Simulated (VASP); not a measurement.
# Rh in VASP: further runs

Rh is run at these levels: PBEsol; tasks: single point, relaxation of the atoms.

All numbers are computed with VASP 6.6.1; they aren't measurements. Logs are shortened: lines on timing, memory, paths and dates and some standing lists are left out, and cuts for length are marked.

## Step 1: The cell of the first run

The cell holds a slab with vacuum, 4 atoms: a = 2.731 Å, b = 2.731 Å, c = 18.643 Å, α = 90.00°, β = 90.00°, γ = 120.00°.

## Step 2: Single point, PBEsol

Input file INCAR:

```
PREC = Accurate
ENCUT = 520
EDIFF = 1E-6
ISMEAR = -1
SIGMA = 0.15
LREAL = False
LASPH = True
NELM = 60
ALGO = Normal
ISIF = 2
LWAVE = False
LCHARG = False
LDIPOL = True
IDIPOL = 3
DIPOL = 0.5 0.5 0.500
GGA = PS
NBANDS = 38
```

Input file KPOINTS:

```
regular mesh
0
Gamma
  7 7 1
```

Input file POSCAR:

```
Rh
1.0
    2.7309811217      0.0000000000      0.0000000000
   -1.3654905608      2.3650990286      0.0000000000
    0.0000000000      0.0000000000     18.6427350000
Rh
4
Direct
    0.6666666667      0.3333333333      0.4428272573
    0.3333333333      0.6666666667      0.3294586031
    0.6666666667      0.3333333333      0.6705413977
    0.3333333333      0.6666666667      0.5571727420
```

Potentials or basis: VASP PAW PBE potentials, release 64 (Rh_pv).

The run is started by

```
cat potpaw_PBE.64/Rh_pv/POTCAR > POTCAR
mpirun -np 1 vasp_std > vasp.out
```

OUTCAR:

```text
PREC = Accurate
   ENCUT = 520
   EDIFF = 1E-6
   ISMEAR = -1
   LREAL = False
   LASPH = True
   NELM = 60
   ISIF = 2
   GGA = PS

 ion  position               nearest neighbor table
   1  0.667  0.333  0.443-   2 2.64   2 2.64   2 2.64   4 2.65   4 2.65   4 2.65
   2  0.333  0.667  0.329-   1 2.64   1 2.64   1 2.64
   3  0.667  0.333  0.671-   4 2.64   4 2.64   4 2.64
   4  0.333  0.667  0.557-   3 2.64   3 2.64   3 2.64   1 2.65   1 2.65   1 2.65

  LATTYP: Found a hexagonal cell.
 ALAT       =     2.7309811217
 C/A-ratio  =     6.8263873565

  Lattice vectors:

 A1 = (   2.7309811217,   0.0000000000,   0.0000000000)
 A2 = (  -1.3654905608,   2.3650990286,   0.0000000000)
 A3 = (   0.0000000000,   0.0000000000,  18.6427350000)

Analysis of symmetry for initial positions (statically):
=====================================================================
 Subroutine PRICEL returns:
 Original cell was already a primitive cell.

 Routine SETGRP: Setting up the symmetry group for a
 hexagonal supercell.

 Subroutine GETGRP returns: Found 12 space group operations
 (whereof 12 operations were pure point group operations)
 out of a pool of 24 trial point group operations.

The static configuration has the point symmetry D_3d.

Analysis of symmetry for dynamics (positions and initial velocities):
=====================================================================
 Subroutine PRICEL returns:
 Original cell was already a primitive cell.

 Routine SETGRP: Setting up the symmetry group for a
 hexagonal supercell.

 Subroutine GETGRP returns: Found 12 space group operations
 (whereof 12 operations were pure point group operations)
 out of a pool of 24 trial point group operations.

The dynamic configuration has the point symmetry D_3d.

 Subroutine INISYM returns: Found 12 space group operations
 (whereof 12 operations are pure point group operations),
 and found     1 'primitive' translations

----------------------------------------------------------------------------------------

                                     Primitive cell

  volume of cell :     120.4142

  direct lattice vectors                    reciprocal lattice vectors
     2.730981122  0.000000000  0.000000000     0.366168771  0.211407638  0.000000000
    -1.365490561  2.365099029  0.000000000     0.000000000  0.422815277  0.000000000
     0.000000000  0.000000000 18.642735000     0.000000000  0.000000000  0.053640198

  length of vectors
     2.730981122  2.730981122 18.642735000     0.422815277  0.422815277  0.053640198

  position of ions in fractional coordinates (direct lattice)
     0.666666667  0.333333333  0.442827257
     0.333333333  0.666666667  0.329458603
     0.666666667  0.333333333  0.670541398
     0.333333333  0.666666667  0.557172742

  ion indices of the primitive-cell ions
   primitive index   ion index
                 1           1
                 2           2
                 3           3
                 4           4

----------------------------------------------------------------------------------------

 KPOINTS: regular mesh

Automatic generation of k-mesh.
 Grid dimensions read from file:
 generate k-points for:    7    7    1

 Generating k-lattice:

  Cartesian coordinates                     Fractional coordinates (reciprocal lattice)
     0.052309824  0.030201091  0.000000000     0.142857143  0.000000000  0.000000000
     0.000000000  0.060402182  0.000000000     0.000000000  0.142857143  0.000000000
     0.000000000  0.000000000  0.053640198     0.000000000  0.000000000  1.000000000

  Length of vectors
     0.060402182  0.060402182  0.053640198

  Shift w.r.t. Gamma in fractional coordinates (k-lattice)
     0.000000000  0.000000000  0.000000000

 Subroutine IBZKPT returns following result:
 ===========================================

 Found      8 irreducible k-points:

 Following reciprocal coordinates:
            Coordinates               Weight
  0.000000  0.000000  0.000000      1.000000
  0.142857  0.000000  0.000000      6.000000
  0.285714  0.000000  0.000000      6.000000
  0.428571  0.000000  0.000000      6.000000
  0.142857  0.142857  0.000000      6.000000
  0.285714  0.142857  0.000000     12.000000
  0.428571  0.142857  0.000000      6.000000
  0.285714  0.285714  0.000000      6.000000
   k-points           NKPTS =      8   k-points in BZ     NKDIM =      8   number of bands    NBANDS=     38
   number of dos      NEDOS =    301   number of ions     NIONS =      4
   total plane-waves  NPLWV =  56000
   dimension x,y,z NGX =    20 NGY =   20 NGZ =  140
   dimension x,y,z NGXF=    40 NGYF=   40 NGZF=  280
   ions per type =               4
   NGX,Y,Z   is equivalent  to a cutoff of  12.17, 12.17, 12.48 a.u.
   NGXF,Y,Z  is equivalent  to a cutoff of  24.35, 24.35, 24.97 a.u.
 SYSTEM =  unknown system
   PREC   = accura    normal or accurate (medium, high low for compatibility)
   ISTART =      0    job   : 0-new  1-cont  2-samecut
   ICHARG =      2    charge: 1-file 2-atom 10-const
   ISPIN  =      1    spin polarized calculation?
   LNONCOLLINEAR =      F non collinear calculations
   LSORBIT =      F    spin-orbit coupling
   LASPH  =      T    aspherical Exc in radial PAW
   ENCUT  =  520.0 eV  38.22 Ry    6.18 a.u.   5.08  5.08 34.66*2*pi/ulx,y,z
   NELM   =     60;   NELMIN=  2; NELMDL= -5     # of ELM steps
   EDIFF  = 0.1E-05   stopping-criterion for ELM
   LREAL  =      F    real-space projection
   EDIFFG = 0.1E-04   stopping-criterion for IOM
   NSW    =      0    number of steps for IOM
   IBRION =     -1    ionic relax: 0-MD 1-quasi-New 2-CG
   NFREE  =      0    steps in history (QN), initial steepest desc. (CG)
   ISIF   =      2    stress and relaxation
   ISYM   =      2    0-nonsym 1-usesym 2-fastsym
   POTIM  = 0.5000    time-step for ionic-motion
   TEBEG  =    0.0;   TEEND  =   0.0 temperature during run
   PSTRESS=    0.0 pullay stress
   NELECT =      60.0000    total number of electrons
   NUPDOWN=      -1.0000    fix difference up-down
   EMIN   =  10.00;   EMAX   =-10.00  energy-range for DOS
   EFERMI =   0.00;   METHOD = LEGACY
   ISMEAR =    -1;   SIGMA  =   0.15  broadening in eV -4-tet -1-fermi 0-gaus
   EFERMI_NEDOS =   21; number of points for ismear=-14 and -15
   IALGO  =     38    algorithm
   IMIX   =      4    mixing-type and parameters
     AMIX     =   0.40;   BMIX     =  1.00
     AMIX_MAG =   1.60;   BMIX_MAG =  1.00
  volume/ion in A,a.u.               =      30.10       203.15
  Fermi-wavevector in a.u.,A,eV,Ry     =   1.297874  2.452627 22.918717  1.684478
  Thomas-Fermi vector in A             =   2.429239
   LORBIT       =      0    0 simple, 1 ext, 2 COOP (PROOUT), +10 PAW based schemes
   GGA     = PS    functional components
   LHFCALC =     F    Hartree Fock is set to
   AEXX    =    0.0000 exact exchange contribution
   IVDW    =     0    specifies the selected vdW correction
   LEPSILON=     F    determine dielectric tensor
   LRPA    =     F    only Hartree local field effects (RPA)
 non-spin polarized calculation
  energy-cutoff  :      520.00
  volume of cell :      120.41
 maximum number of plane-waves:      3275
   NGX = 11   NGY = 11   NGZ = 69

 dipolmoment           0.000000      0.000000      0.000000 electrons x Angstroem

 number of electron      60.0000008 magnetization

 dipolmoment           0.000000      0.000000     -0.000000 electrons x Angstroem

 Free energy of the ion-electron system (eV)
  ---------------------------------------------------
  ext. energy  EPLUGINS =         0.00000000
  ---------------------------------------------------
  free energy    TOTEN  =       -30.78772263 eV

  energy without entropy =      -30.27007956  energy(sigma->0) =      -30.52890109

 E-fermi :   2.5401     XC(G=0):  -7.4919

 val. band max:        2.5048695099   @ k =   0.1429   0.1429   0.0000
 cond. band min:       2.6074385294   @ k =   0.2857   0.2857   0.0000
 fundamental gap:      0.1025690194
 Fermi energy:         2.5401283887

 k-point     1 :       0.0000    0.0000    0.0000
  band No.  band energies     occupation
      1     -44.6068      2.00000
      2     -44.2323      2.00000
      3     -44.0441      2.00000
      4     -44.0441      2.00000
      5     -43.9793      2.00000
      6     -43.9793      2.00000
[... 30 lines left out ...]
     37       3.7879      0.00049
     38       7.6300      0.00000

 k-point     2 :       0.1429    0.0000    0.0000
  band No.  band energies     occupation
      1     -44.5764      2.00000
      2     -44.2612      2.00000
      3     -44.1066      2.00000
      4     -44.0758      2.00000
      5     -44.0714      2.00000
      6     -43.9975      2.00000
[... 30 lines left out ...]
     37       5.8781      0.00000
     38       8.2449      0.00000

 k-point     3 :       0.2857    0.0000    0.0000
  band No.  band energies     occupation
      1     -44.5181      2.00000
      2     -44.4068      2.00000
      3     -44.2704      2.00000
      4     -44.1705      2.00000
      5     -44.1306      2.00000
      6     -44.0399      2.00000
[... 30 lines left out ...]
     37       8.4462      0.00000
     38      10.0924      0.00000

 k-point     4 :       0.4286    0.0000    0.0000
  band No.  band energies     occupation
      1     -44.5602      2.00000
      2     -44.5373      2.00000
      3     -44.3265      2.00000
      4     -44.2275      2.00000
      5     -44.1767      2.00000
      6     -44.0747      2.00000
[... 30 lines left out ...]
     37      10.3949      0.00000
     38      10.4642      0.00000

 k-point     5 :       0.1429    0.1429    0.0000
  band No.  band energies     occupation
      1     -44.5296      2.00000
      2     -44.3447      2.00000
      3     -44.2304      2.00000
      4     -44.1486      2.00000
      5     -44.1109      2.00000
      6     -44.0490      2.00000
[... 30 lines left out ...]
     37       7.8058      0.00000
     38       9.4966      0.00000

 k-point     6 :       0.2857    0.1429    0.0000
  band No.  band energies     occupation
      1     -44.5083      2.00000
      2     -44.4760      2.00000
      3     -44.3330      2.00000
      4     -44.2150      2.00000
      5     -44.1737      2.00000
      6     -44.1134      2.00000
[... 30 lines left out ...]
     37      10.1926      0.00000
     38      11.5585      0.00000

 k-point     7 :       0.4286    0.1429    0.0000
  band No.  band energies     occupation
      1     -44.5520      2.00000
      2     -44.5255      2.00000
      3     -44.3026      2.00000
      4     -44.2880      2.00000
      5     -44.1944      2.00000
      6     -44.1406      2.00000
[... 30 lines left out ...]
     37      10.3679      0.00000
     38      10.3726      0.00000

 k-point     8 :       0.2857    0.2857    0.0000
  band No.  band energies     occupation
      1     -44.4942      2.00000
      2     -44.4736      2.00000
      3     -44.3804      2.00000
      4     -44.2610      2.00000
      5     -44.2356      2.00000
      6     -44.1972      2.00000
[... 30 lines left out ...]
     37      10.8672      0.00000
     38      11.2734      0.00000

------------------------ aborting loop because EDIFF is reached ----------------------------------------

 vacuum level on the upper side and lower side of the slab       (xc-potential included)        -0.247        -0.247

  FORCE on cell =-STRESS in cart. coord.  units (eV):
  Direction    XX          YY          ZZ          XY          YZ          ZX
  --------------------------------------------------------------------------------------
  -------------------------------------------------------------------------------------
  Total       -5.6350820     -5.6350820     -0.0301683     -0.0000000      0.0000000     -0.0000000
  in kB      -74.9778824    -74.9778824     -0.4014058     -0.0000000      0.0000000     -0.0000000
  external PRESSURE =     -50.1190569 kB  Pullay stress =       0.0000000 kB

 VOLUME and BASIS-vectors are now :
 -----------------------------------------------------------------------------
  energy-cutoff  :      520.00
  volume of cell :      120.41
      direct lattice vectors                 reciprocal lattice vectors
     2.730981122  0.000000000  0.000000000     0.366168771  0.211407638  0.000000000
    -1.365490561  2.365099029  0.000000000     0.000000000  0.422815277  0.000000000
     0.000000000  0.000000000 18.642735000     0.000000000  0.000000000  0.053640198

 POSITION                                       TOTAL-FORCE (eV/Angst)
 -----------------------------------------------------------------------------------
      1.36549      0.78837      8.25551        -0.000000      0.000000     -0.001687
     -0.00000      1.57673      6.14201        -0.000000      0.000000      0.001458
      1.36549      0.78837     12.50073         0.000000      0.000000     -0.001458
     -0.00000      1.57673     10.38722         0.000000     -0.000000      0.001687
 -----------------------------------------------------------------------------------
    total drift:                               -0.000000      0.000000     -0.000005

  FREE ENERGIE OF THE ION-ELECTRON SYSTEM (eV)
  ---------------------------------------------------
  free  energy   TOTEN  =       -30.7877226307 eV

  energy  without entropy=      -30.2700795585  energy(sigma->0) =      -30.52890109

 vacuum level on the upper side and lower side of the slab         7.625         7.625
```

It took 75 s on 1 thread of AMD EPYC 7R13, shared host; peak memory 0.2 GiB.

Results:

- Free energy: -30.7877 eV
- Band gap on the k mesh: zero (band 30 reaches 2.94 eV, above the bottom of band 31 at 1.82 eV)

Levels at points of the mesh, in eV from the Fermi level:
```
           k point  band 27  band 28  band 29  band 30  band 31  band 32  band 33  band 34
(0.00, 0.00, 0.00)    -1.85    -1.50    -1.50    -0.58    -0.58     0.14     0.14     0.22
```

Caveat: the k points lie up to 0.38 Å⁻¹ apart; the PAW data sets were made with another functional, which shifts forces and pressure a little.

## Step 3: Relaxation of the atoms, PBEsol

Input file INCAR:

```
ALGO = Normal
DIPOL = 0.5 0.5 0.500
EDIFF = 1E-6
EDIFFG = -0.03
ENCUT = 520
GGA = PS
IBRION = 2
IDIPOL = 3
ISIF = 2
ISMEAR = -1
LASPH = T
LCHARG = F
LDIPOL = T
LREAL = F
LWAVE = F
NELM = 80
NSW = 50
PREC = Accurate
SIGMA = 0.15
```

Input file KPOINTS:

```
k-points
0
Gamma
  7 7 1
```

Input file POSCAR:

```
Rh
1.0
    2.7309800000      0.0000000000      0.0000000000
   -1.3654900000      2.3651000000      0.0000000000
    0.0000000000      0.0000000000     18.6427350000
Rh
4
Direct
    0.6666666667      0.3333333333      0.4406137297
    0.3333333333      0.6666666667      0.3218411891
    0.6666666667      0.3333333333      0.6781588109
    0.3333333333      0.6666666667      0.5593862703
```

Potentials or basis: VASP PAW PBE potentials, release 64 (Rh_pv).

The run is started by

```
cat potpaw_PBE.64/Rh_pv/POTCAR > POTCAR
mpirun -np 1 vasp_std > vasp.out
```

Run time: 5 min. Hardware: 1 thread of AMD EPYC 7R13, shared host; peak memory 0.2 GiB.

Results (log left out):

```
Free energy                  : -30.7876 eV
Energy gained by relaxing    : 27.6 meV/atom
Ionic steps                  : 5
Largest force after relaxing : 0.028 eV/Å
Band gap on the k mesh       : zero (band 30 reaches 2.95 eV, above the bottom of band 31 at 1.82 eV)
```

Forces on the atoms (eV/Å):
```
Rh   0.000  0.000 -0.028
Rh   0.000  0.000  0.025
Rh   0.000  0.000 -0.025
Rh   0.000  0.000  0.028
```

The path:
| step | energy change (eV) | largest force (eV/Å) | pressure (GPa) |
| --- | --- | --- | --- |
| 1 | 0.0000 | 0.7750 | -8.96 |
| 2 | -0.0478 | 0.4989 | -8.01 |
| 3 | -0.0702 | 0.5682 | -6.66 |
| 4 | -0.1013 | 0.2837 | -5.88 |
| 5 | -0.1104 | 0.0281 | -5.09 |

Final structure:
```cif
data_structure
_symmetry_space_group_name_H-M 'P 1'
_symmetry_Int_Tables_number 1
_cell_length_a 2.7310
_cell_length_b 2.7310
_cell_length_c 18.6427
_cell_angle_alpha 90.000
_cell_angle_beta 90.000
_cell_angle_gamma 120.000
_cell_volume 120.41
loop_
_atom_site_label
_atom_site_type_symbol
_atom_site_fract_x
_atom_site_fract_y
_atom_site_fract_z
_atom_site_occupancy
Rh1 Rh 0.66667 0.33333 0.44285 1
Rh2 Rh 0.33333 0.66667 0.32934 1
Rh3 Rh 0.66667 0.33333 0.67066 1
Rh4 Rh 0.33333 0.66667 0.55715 1
```

Levels at points of the mesh, in eV from the Fermi level:
| k point | band 27 | band 28 | band 29 | band 30 | band 31 | band 32 | band 33 | band 34 |
| --- | --- | --- | --- | --- | --- | --- | --- | --- |
| (0.00, 0.00, 0.00) | -1.84 | -1.50 | -1.50 | -0.58 | -0.58 | 0.14 | 0.14 | 0.22 |

Caveat: the k points lie up to 0.38 Å⁻¹ apart; the PAW data sets were made with another functional, which shifts forces and pressure a little.
